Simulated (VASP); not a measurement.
Write the native input for VASP 6.6.1 that does the following.

| Quantity | Value |
| --- | --- |
| Task | single point |
| Functional | PBEsol |
| Potentials or basis | VASP PAW PBE potentials, release 64 (Ni, Al) |
| Cutoff | 520 eV |
| k mesh | 10 × 10 × 9 |
| Occupations | fermi-dirac, width 0.05 eV |
| Spin | collinear spin, ferromagnetic start |
| Starting moments | [1.0, 0.0] μB |
| Dipole correction | no |
| Further INCAR settings | ALGO = Normal; EDIFF = 1e-07; NBANDS = 18 |

The structure of AlNi lies in POSCAR:

```
AlNi
1.0
    1.8991177115     -1.9133179386      0.0000000000
    1.8991177115      1.9133179386      0.0000000000
    0.0000000000      0.0000000000      3.0361586134
Ni Al
1 1
Direct
    0.5000000000      0.5000000000      0.5000000000
    0.0000000000      0.0000000000      0.0000000000
```

The input as run:

INCAR

```
PREC     = Accurate       # precision mode
ENCUT    = 520            # plane-wave cutoff, eV
EDIFF    = 1E-7           # SCF threshold, eV
ISMEAR   = -1             # smearing method
SIGMA    = 0.05           # smearing width, eV
LREAL    = False          # projectors in reciprocal space
LASPH    = True           # aspherical terms in the spheres
NELM     = 150            # most SCF steps
ALGO     = Normal         # electronic algorithm
ISIF     = 2              # what is computed and relaxed
LWAVE    = False          # write WAVECAR
LCHARG   = False          # write CHGCAR
ISPIN    = 2              # spin polarisation
MAGMOM   = 1 0            # initial moments
LORBIT   = 11             # projections on sites
LMAXMIX  = 4              # l up to which the mixer works
GGA      = PS             # functional
NBANDS   = 18             # bands
```

KPOINTS

```
regular mesh
0
Gamma
  10 10 9
```

Potentials or basis: VASP PAW PBE potentials, release 64 (Ni, Al).

The run is started by

```sh
$ cat potpaw_PBE.64/Ni/POTCAR potpaw_PBE.64/Al/POTCAR > POTCAR
$ mpirun -np 1 vasp_std > vasp.out
```

Results of the run:

- Pressure: 12.9 GPa
- Net moment: 0.00 μB per cell
- Valence electrons inside the program's atomic spheres: Ni 9.62; Al 0.85

Caveat: the stress differs along the axes, from 7 to 17 GPa; the moments typed at the start vanished in this run; the PAW data sets were made with another functional, which shifts forces and pressure a little.

Run time: 2.4 min on 1 thread of Intel Xeon 8259CL, on a shared host, peak memory 0.21 GiB.
